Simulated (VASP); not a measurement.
# Si7Ge (R3m) in VASP: a series of runs

Runs on Si7Ge. Level: PBEsol. Tasks: single point.

Everything below comes from runs of VASP 6.6.1. Logs are shortened: lines on timing, memory, paths and dates and some standing lists are left out, and cuts for length are marked.

### 1 The cell of the first run

The structure is trigonal, space group R3m (No. 160). The conventional cell has a = 7.720 Å, b = 7.720 Å, c = 9.456 Å, α = 90.00°, β = 90.00°, γ = 120.00°. Si (site symmetry 3m) has 3 Si at 2.40 Å and 1 Ge at 2.43 Å within 3.2 Å. Si (site symmetry m) has 4 Si at 2.36 to 2.40 Å within 3.1 Å. Si (site symmetry m) has 3 Si at 2.36 to 2.37 Å and 1 Ge at 2.43 Å within 3.1 Å. Ge (site symmetry 3m) has 4 Si at 2.43 Å within 3.2 Å.

### 2 Single point, PBEsol (atoms displaced along a vibrational mode)

INCAR

```
PREC = Accurate
ENCUT = 520
EDIFF = 1E-6
ISMEAR = 0
SIGMA = 0.03
LREAL = False
LASPH = True
NELM = 60
ALGO = Normal
ISIF = 2
LWAVE = False
LCHARG = False
GGA = PS
NBANDS = 31
```

KPOINTS

```
Automatic mesh
0
Gamma
  6 6 6
```

POSCAR

```
Si7Ge
1.0
    5.4591768100      0.0000000000      0.0000000000
    0.0000000000      5.4591768100      0.0000000000
    0.0000000000      0.0000000000      5.4591768100
Si Ge
7 1
Direct
    0.2251763941      0.2251763941      0.2251763941
    0.0401978833      0.5073248731      0.5073248731
    0.5073248731      0.5073248731      0.0401978833
    0.5073248731      0.0401978833      0.5073248731
    0.7542027454      0.2936198239      0.7542027454
    0.7542027454      0.7542027454      0.2936198239
    0.2936198239      0.7542027454      0.7542027454
   -0.0317273257     -0.0317273257     -0.0317273257
```

Potentials or basis: VASP PAW PBE potentials, release 64 (Si, Ge_d).

Command:

```console
> cat potpaw_PBE.64/Si/POTCAR potpaw_PBE.64/Ge_d/POTCAR > POTCAR
> mpirun -np 1 vasp_std > vasp.out
```

OUTCAR:

```text
PREC = Accurate
   ENCUT = 520
   EDIFF = 1E-6
   ISMEAR = 0
   LREAL = False
   LASPH = True
   NELM = 60
   ISIF = 2
   GGA = PS

 ion  position               nearest neighbor table
   1  0.225  0.225  0.225-   2 2.40   3 2.40   4 2.40   8 2.43
   2  0.040  0.507  0.507-   7 2.36   5 2.37   6 2.37   1 2.40
   3  0.507  0.507  0.040-   6 2.36   5 2.37   7 2.37   1 2.40
   4  0.507  0.040  0.507-   5 2.36   7 2.37   6 2.37   1 2.40
   5  0.754  0.294  0.754-   4 2.36   3 2.37   2 2.37   8 2.43
   6  0.754  0.754  0.294-   3 2.36   2 2.37   4 2.37   8 2.43
   7  0.294  0.754  0.754-   2 2.36   3 2.37   4 2.37   8 2.43
   8  0.968  0.968  0.968-   5 2.43   6 2.43   7 2.43   1 2.43

  LATTYP: Found a simple cubic cell.
 ALAT       =     5.4591768100

  Lattice vectors:

 A1 = (   5.4591768100,   0.0000000000,   0.0000000000)
 A2 = (   0.0000000000,   5.4591768100,   0.0000000000)
 A3 = (   0.0000000000,   0.0000000000,   5.4591768100)

Analysis of symmetry for initial positions (statically):
=====================================================================
 Subroutine PRICEL returns:
 Original cell was already a primitive cell.

 Routine SETGRP: Setting up the symmetry group for a
 simple cubic supercell.

 Subroutine GETGRP returns: Found  6 space group operations
 (whereof  6 operations were pure point group operations)
 out of a pool of 48 trial point group operations.

The static configuration has the point symmetry C_3v.

Analysis of symmetry for dynamics (positions and initial velocities):
=====================================================================
 Subroutine PRICEL returns:
 Original cell was already a primitive cell.

 Routine SETGRP: Setting up the symmetry group for a
 simple cubic supercell.

 Subroutine GETGRP returns: Found  6 space group operations
 (whereof  6 operations were pure point group operations)
 out of a pool of 48 trial point group operations.

The dynamic configuration has the point symmetry C_3v.

 Subroutine INISYM returns: Found  6 space group operations
 (whereof  6 operations are pure point group operations),
 and found     1 'primitive' translations

----------------------------------------------------------------------------------------

                                     Primitive cell

  volume of cell :     162.6977

  direct lattice vectors                    reciprocal lattice vectors
     5.459176810  0.000000000  0.000000000     0.183177800  0.000000000  0.000000000
     0.000000000  5.459176810  0.000000000     0.000000000  0.183177800  0.000000000
     0.000000000  0.000000000  5.459176810     0.000000000  0.000000000  0.183177800

  length of vectors
     5.459176810  5.459176810  5.459176810     0.183177800  0.183177800  0.183177800

  position of ions in fractional coordinates (direct lattice)
     0.225176394  0.225176394  0.225176394
     0.040197883  0.507324873  0.507324873
     0.507324873  0.507324873  0.040197883
     0.507324873  0.040197883  0.507324873
     0.754202745  0.293619824  0.754202745
     0.754202745  0.754202745  0.293619824
     0.293619824  0.754202745  0.754202745
     0.968272674  0.968272674  0.968272674

  ion indices of the primitive-cell ions
   primitive index   ion index
                 1           1
                 2           2
                 3           3
                 4           4
                 5           5
                 6           6
                 7           7
                 8           8

----------------------------------------------------------------------------------------

 KPOINTS: Automatic mesh

Automatic generation of k-mesh.
 Grid dimensions read from file:
 generate k-points for:    6    6    6

 Generating k-lattice:

  Cartesian coordinates                     Fractional coordinates (reciprocal lattice)
     0.030529633  0.000000000  0.000000000     0.166666667  0.000000000  0.000000000
     0.000000000  0.030529633  0.000000000     0.000000000  0.166666667  0.000000000
     0.000000000  0.000000000  0.030529633     0.000000000  0.000000000  0.166666667

  Length of vectors
     0.030529633  0.030529633  0.030529633

  Shift w.r.t. Gamma in fractional coordinates (k-lattice)
     0.000000000  0.000000000  0.000000000

 Subroutine IBZKPT returns following result:
 ===========================================

 Found     32 irreducible k-points:

 Following reciprocal coordinates:
            Coordinates               Weight
  0.000000  0.000000  0.000000      1.000000
  0.166667  0.000000  0.000000      6.000000
  0.333333  0.000000  0.000000      6.000000
  0.500000  0.000000  0.000000      3.000000
  0.166667  0.166667  0.000000      6.000000
 -0.166667  0.166667  0.000000      6.000000
[... 16 lines left out ...]
 -0.166667  0.333333  0.333333      6.000000
  0.500000  0.333333  0.166667     12.000000
 [... further k-points ...]
   k-points           NKPTS =     32   k-points in BZ     NKDIM =     32   number of bands    NBANDS=     31
   number of dos      NEDOS =    301   number of ions     NIONS =      8
   total plane-waves  NPLWV =  74088
   dimension x,y,z NGX =    42 NGY =   42 NGZ =   42
   dimension x,y,z NGXF=    84 NGYF=   84 NGZF=   84
   ions per type =               7   1
   NGX,Y,Z   is equivalent  to a cutoff of  12.79, 12.79, 12.79 a.u.
   NGXF,Y,Z  is equivalent  to a cutoff of  25.58, 25.58, 25.58 a.u.
 SYSTEM =  unknown system
   PREC   = accura    normal or accurate (medium, high low for compatibility)
   ISTART =      0    job   : 0-new  1-cont  2-samecut
   ICHARG =      2    charge: 1-file 2-atom 10-const
   ISPIN  =      1    spin polarized calculation?
   LNONCOLLINEAR =      F non collinear calculations
   LSORBIT =      F    spin-orbit coupling
   LASPH  =      T    aspherical Exc in radial PAW
   ENCUT  =  520.0 eV  38.22 Ry    6.18 a.u.  10.15 10.15 10.15*2*pi/ulx,y,z
   NELM   =     60;   NELMIN=  2; NELMDL= -5     # of ELM steps
   EDIFF  = 0.1E-05   stopping-criterion for ELM
   LREAL  =      F    real-space projection
   EDIFFG = 0.1E-04   stopping-criterion for IOM
   NSW    =      0    number of steps for IOM
   IBRION =     -1    ionic relax: 0-MD 1-quasi-New 2-CG
   NFREE  =      0    steps in history (QN), initial steepest desc. (CG)
   ISIF   =      2    stress and relaxation
   ISYM   =      2    0-nonsym 1-usesym 2-fastsym
   POTIM  = 0.5000    time-step for ionic-motion
   TEBEG  =    0.0;   TEEND  =   0.0 temperature during run
   PSTRESS=    0.0 pullay stress
   NELECT =      42.0000    total number of electrons
   NUPDOWN=      -1.0000    fix difference up-down
   EMIN   =  10.00;   EMAX   =-10.00  energy-range for DOS
   EFERMI =   0.00;   METHOD = LEGACY
   ISMEAR =     0;   SIGMA  =   0.03  broadening in eV -4-tet -1-fermi 0-gaus
   EFERMI_NEDOS =   21; number of points for ismear=-14 and -15
   IALGO  =     38    algorithm
   IMIX   =      4    mixing-type and parameters
     AMIX     =   0.40;   BMIX     =  1.00
     AMIX_MAG =   1.60;   BMIX_MAG =  1.00
  volume/ion in A,a.u.               =      20.34       137.24
  Fermi-wavevector in a.u.,A,eV,Ry     =   1.042391  1.969834 14.783813  1.086580
  Thomas-Fermi vector in A             =   2.177054
   LORBIT       =      0    0 simple, 1 ext, 2 COOP (PROOUT), +10 PAW based schemes
   GGA     = PS    functional components
   LHFCALC =     F    Hartree Fock is set to
   AEXX    =    0.0000 exact exchange contribution
   IVDW    =     0    specifies the selected vdW correction
   LEPSILON=     F    determine dielectric tensor
   LRPA    =     F    only Hartree local field effects (RPA)
 non-spin polarized calculation
 Gauss-broadening in eV      SIGMA  =   0.03
  energy-cutoff  :      520.00
  volume of cell :      162.70
 maximum number of plane-waves:      4416
 NGX is ok and might be reduce to    42
   NGX = 21   NGY = 21   NGZ = 21

 number of electron      41.9999989 magnetization

 Free energy of the ion-electron system (eV)
  ---------------------------------------------------
  ext. energy  EPLUGINS =         0.00000000
  ---------------------------------------------------
  free energy    TOTEN  =       -44.71843189 eV

  energy without entropy =      -44.71822416  energy(sigma->0) =      -44.71832803

 E-fermi :   5.6742     XC(G=0):  -9.6784

 val. band max:        5.6401124460   @ k =   0.1667   0.1667   0.0000
 cond. band min:       5.6832119387   @ k =   0.0000   0.0000   0.0000
 fundamental gap:      0.0430994927
 Fermi energy:         5.6742351420

 k-point     1 :       0.0000    0.0000    0.0000
  band No.  band energies     occupation
      1     -18.4878      2.00000
      2     -18.4491      2.00000
      3     -18.4491      2.00000
      4     -18.4276      2.00000
      5     -18.4276      2.00000
      6      -6.3990      2.00000
[... 23 lines left out ...]
     30       8.3135      0.00000
     31       8.3135      0.00000

 k-point     2 :       0.1667    0.0000    0.0000
  band No.  band energies     occupation
      1     -18.4878      2.00000
      2     -18.4491      2.00000
      3     -18.4491      2.00000
      4     -18.4276      2.00000
      5     -18.4275      2.00000
      6      -6.2782      2.00000
[... 23 lines left out ...]
     30       8.9309      0.00000
     31       9.0878      0.00000

 k-point     3 :       0.3333    0.0000    0.0000
  band No.  band energies     occupation
      1     -18.4878      2.00000
      2     -18.4491      2.00000
      3     -18.4490      2.00000
      4     -18.4276      2.00000
      5     -18.4275      2.00000
      6      -5.9188      2.00000
[... 23 lines left out ...]
     30      10.1643      0.00000
     31      10.1688      0.00000

 k-point     4 :       0.5000    0.0000    0.0000
  band No.  band energies     occupation
      1     -18.4878      2.00000
      2     -18.4491      2.00000
      3     -18.4490      2.00000
      4     -18.4276      2.00000
      5     -18.4275      2.00000
      6      -5.4081      2.00000
[... 635 lines left out ...]
     30      10.1704      0.00000
     31      10.3819      0.00000

 k-point    23 :      -0.1667    0.3333    0.3333
  band No.  band energies     occupation
      1     -18.4879      2.00000
      2     -18.4491      2.00000
      3     -18.4490      2.00000
      4     -18.4275      2.00000
      5     -18.4275      2.00000
      6      -5.3502      2.00000
[... 23 lines left out ...]
     30      10.1825      0.00000
     31      10.4406      0.00000

 k-point    24 :       0.5000    0.3333    0.1667
  band No.  band energies     occupation
      1     -18.4879      2.00000
      2     -18.4491      2.00000
      3     -18.4490      2.00000
      4     -18.4275      2.00000
      5     -18.4275      2.00000
      6      -4.8976      2.00000
[... 23 lines left out ...]
     30      10.1889      0.00000
     31      10.2839      0.00000

 [... further k-points ...]
[... 5 lines left out ...]
  --------------------------------------------------------------------------------------
  -------------------------------------------------------------------------------------
  Total       -1.8024454     -1.8024454     -1.8024454      0.0718674      0.0718674      0.0718674
  in kB      -17.7497081    -17.7497081    -17.7497081      0.7077196      0.7077196      0.7077196
  external PRESSURE =     -17.7497081 kB  Pullay stress =       0.0000000 kB

 VOLUME and BASIS-vectors are now :
 -----------------------------------------------------------------------------
  energy-cutoff  :      520.00
  volume of cell :      162.70
      direct lattice vectors                 reciprocal lattice vectors
     5.459176810  0.000000000  0.000000000     0.183177800  0.000000000  0.000000000
     0.000000000  5.459176810  0.000000000     0.000000000  0.183177800  0.000000000
     0.000000000  0.000000000  5.459176810     0.000000000  0.000000000  0.183177800

 POSITION                                       TOTAL-FORCE (eV/Angst)
 -----------------------------------------------------------------------------------
      1.22928      1.22928      1.22928         0.496827      0.496827      0.496827
      0.21945      2.76958      2.76958        -0.324791     -0.232171     -0.232171
      2.76958      2.76958      0.21945        -0.232171     -0.232171     -0.324791
      2.76958      0.21945      2.76958        -0.232171     -0.324791     -0.232171
      4.11733      1.60292      4.11733         0.163769     -0.351050      0.163769
      4.11733      4.11733      1.60292         0.163769      0.163769     -0.351050
      1.60292      4.11733      4.11733        -0.351050      0.163769      0.163769
      5.28597      5.28597      5.28597         0.315818      0.315818      0.315818
 -----------------------------------------------------------------------------------
    total drift:                               -0.001274     -0.001274     -0.001256

  FREE ENERGIE OF THE ION-ELECTRON SYSTEM (eV)
  ---------------------------------------------------
  free  energy   TOTEN  =       -44.7184318947 eV

  energy  without entropy=      -44.7182241631  energy(sigma->0) =      -44.71832803
```

Wall time 70 s (1 thread of Intel Xeon 6975P-C (Granite Rapids), shared host); peak memory 0.32 GiB.

What came out:

```yaml
Free_energy: -44.7184 eV
Pressure: -1.8 GPa
Largest_force: 0.861 eV/Å
Band_gap_on_the_k_mesh: 0.04 eV (least direct gap 0.06 eV)
```

Forces in eV/Å, atoms in the order of the input:
```
Si   0.497  0.497  0.497
Si  -0.325 -0.232 -0.232
Si  -0.232 -0.232 -0.325
Si  -0.232 -0.325 -0.232
Si   0.164 -0.351  0.164
Si   0.164  0.164 -0.351
Si  -0.351  0.164  0.164
Ge   0.316  0.316  0.316
```

Caveat: the cell differs from its parent crystal (atoms displaced along a vibrational mode); the PAW data sets were made with another functional, which shifts forces and pressure a little.

### 3 Single point, PBEsol (atoms displaced along a vibrational mode)

INCAR

```
PREC = Accurate ; ENCUT = 520
EDIFF = 1E-6 ; ISMEAR = 0
SIGMA = 0.03 ; LREAL = F
LASPH = T ; NELM = 100
ALGO = Normal ; ISIF = 2
LWAVE = F ; LCHARG = F
GGA = PS ; NBANDS = 31
```

KPOINTS is that of step 2.

POSCAR

```
Si7Ge
1.0
    5.4591768100      0.0000000000      0.0000000000
    0.0000000000      5.4591768100      0.0000000000
    0.0000000000      0.0000000000      5.4591768100
Si Ge
7 1
Direct
    0.2731636476      0.2731636476      0.2731636476
   -0.0301484125      0.4945063452      0.4945063452
    0.4945063452      0.4945063452     -0.0301484125
    0.4945063452     -0.0301484125      0.4945063452
    0.7423019978      0.2218310752      0.7423019978
    0.7423019978      0.7423019978      0.2218310752
    0.2218310752      0.7423019978      0.7423019978
    0.0237954943      0.0237954943      0.0237954943
```

Potentials or basis: VASP PAW PBE potentials, release 64 (Si, Ge_d).

Command:

```console
> cat potpaw_PBE.64/Si/POTCAR potpaw_PBE.64/Ge_d/POTCAR > POTCAR
> mpirun -np 1 vasp_std > vasp.out
```

Run time: 76 s. Hardware: 1 thread of Intel Xeon 6975P-C (Granite Rapids), shared host; peak memory 0.32 GiB.

The run converged. Its results:

| Item | Value |
| --- | --- |
| Free energy | -44.8894 eV |
| Pressure | -1.0 GPa |
| Largest force | 1.086 eV/Å |
| Band gap on the k mesh | 0.34 eV (least direct gap 0.36 eV) |

Forces on the atoms (eV/Å):
```
Si  -0.020 -0.020 -0.020
Si   0.247 -0.078 -0.078
Si  -0.078 -0.078  0.247
Si  -0.078  0.247 -0.078
Si   0.160  0.236  0.160
Si   0.160  0.160  0.236
Si   0.236  0.160  0.160
Ge  -0.627 -0.627 -0.627
```

Stress tensor (GPa, compression positive):
```
-1.02  0.38  0.38
 0.38 -1.02  0.38
 0.38  0.38 -1.02
```

Levels at points of the mesh, in eV from the valence-band top:
| k point | band 18 | band 19 | band 20 | band 21 | band 22 | band 23 | band 24 | band 25 |
| --- | --- | --- | --- | --- | --- | --- | --- | --- |
| (0.00, 0.00, 0.00) | -2.72 | -0.34 | -0.01 | -0.01 | 0.34 | 0.77 | 0.77 | 0.79 |
| (0.50, 0.00, 0.00) | -1.91 | -1.87 | -1.74 | -1.71 | 0.97 | 1.12 | 2.88 | 2.94 |
| (0.50, 0.50, 0.00) | -1.38 | -1.25 | -1.17 | -1.12 | 2.23 | 2.29 | 2.29 | 2.54 |
| (0.50, 0.50, 0.50) | -1.14 | -1.09 | -0.87 | -0.87 | 0.94 | 1.37 | 1.47 | 1.47 |

Caveat: the cell differs from its parent crystal (atoms displaced along a vibrational mode); the PAW data sets were made with another functional, which shifts forces and pressure a little. A k mesh can miss the band edges.
